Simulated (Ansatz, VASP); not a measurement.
**ScAl3N4: VASP beside Ansatz**

```
Sc Al N
1.0
     4.96259    0.00000    0.00000
     0.00000    4.96259    0.00000
     0.00000    0.00000    4.96259
Sc Al N
1 3 4
Direct
  0.00000 0.00000 0.00000
  0.00000 0.00000 0.50000
  0.00000 0.50000 0.00000
  0.50000 0.00000 0.00000
  0.77250 0.77250 0.22750
  0.77250 0.22750 0.77250
  0.22750 0.77250 0.77250
  0.22750 0.22750 0.22750
```

Change from the starting cell: species swapped into the VCu3Te4 type (P-43m, No. 215).

Alike in both runs: functional PBE; k mesh 3 × 3 × 3; occupations gaussian, width 0.15 eV; no spin polarisation.

Ansatz relaxed the structure, and its values are those at the end. VASP's run is a single point on that final structure, the one shown.

|  | VASP | Ansatz |
| --- | --- | --- |
| version | VASP 6.6.1 | Ansatz 0.2.0 |
| potentials or method | VASP PAW PBE potentials, release 64 (Sc_sv, Al, N), cutoff 600 eV | scalar-relativistic, plane waves, PAW |
| valence electrons in the cell | 40 | 40 |

```tsv
	VASP	Ansatz	Ansatz less VASP
gap on the k mesh at the Fermi level (eV)	1.70	1.70	-0.002
least direct gap on the mesh (eV)	1.81	1.81	-0.003
pressure (GPa)	0.0	-0.2	-0.19
rms of the force components (eV/Å)	0.029	0.008	-0.0213
```

The k mesh is coarse, so the values compare programs but aren't converged.
